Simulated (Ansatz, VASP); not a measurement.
BaTiO3 in VASP and in Ansatz

```xyz
5
Lattice="3.9998 0.0000 0.0000 0.0000 3.9998 0.0000 0.0000 0.0000 4.0180" Properties=species:S:1:pos:R:3 pbc="T T T"
Ba    0.0000    0.0000   -0.0119
Ti    1.9999    1.9999    1.9393
O     1.9999    1.9999    0.0895
O     1.9999    0.0000    2.0613
O     0.0000    1.9999    2.0613
```

Alike in both runs: functional PBE; k mesh 8 × 8 × 8; occupations fermi-dirac, width 0.02 eV; no spin polarisation.

Ansatz relaxed the structure, and its values are those at the end. VASP's run is a single point on that final structure, the one shown.

|  | VASP | Ansatz |
| --- | --- | --- |
| version | VASP 6.6.1 | Ansatz 0.2.0 |
| potentials or method | VASP PAW PBE potentials, release 64 (Ba_sv, Ti_sv, O) | plane-wave PAW, scalar-relativistic |
| plane-wave cutoff (eV) | 520 | 420 |
| valence electrons in the cell | 40 | 40 |

```csv
,VASP,Ansatz,Ansatz less VASP
gap on the k mesh at the Fermi level (eV),1.79,1.86,+0.067
pressure (GPa),5.0,3.2,-1.79
rms of the force components (eV/Å),0.022,0.000,-0.0219
```

The functional is the same, so the differences come from potentials, cutoffs and numerics. Ansatz's warnings: stress scf threshold loose.

Neither program's run includes spin-orbit coupling.
